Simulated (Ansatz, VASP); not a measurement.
# Ag: VASP beside Ansatz

```
Ag
1.0
     2.93000    0.00000    0.00000
    -1.46500    2.53745    0.00000
     0.00000    0.00000    4.79000
Ag
2
Direct
  0.34917 0.90312 0.25000
  0.66667 0.33333 0.75000
```

Alike in both runs: task single point; functional PBEsol; k mesh 18 × 18 × 10; occupations gaussian, width 0.15 eV; no spin polarisation.

|  | VASP | Ansatz |
| --- | --- | --- |
| version | VASP 6.6.1 | Ansatz 0.2.0 |
| potentials or method | VASP PAW PBE potentials, release 64 (Ag), cutoff 520 eV | scalar-relativistic, plane waves, PAW |
| valence electrons in the cell | 22 | 38 |

VASP gave:

| Property | Result |
| --- | --- |
| gap on the k mesh at the Fermi level (eV) | none |
| pressure (GPa) | -3.5 |
| traceless stress, the component that is largest in VASP (GPa) | 6.35 |
| rms of the force components (eV/Å) | 0.379 |

Question: What did Ansatz give for the same quantities?

Answer: gap on the k mesh at the Fermi level (eV): none; pressure (GPa): -3.3; traceless stress, the component that is largest in VASP (GPa): 6.42; rms of the force components (eV/Å): 0.382.

VASP's potentials were made for PBE, not for PBEsol. Atom by atom the forces differ by 0.004 eV/Å (rms over components). A gap of «none» marks a metal or a gap that the smearing closes. VASP's potentials hold 22 valence electrons a cell and Ansatz's 38, so a difference there can come from the potentials and not from the codes.
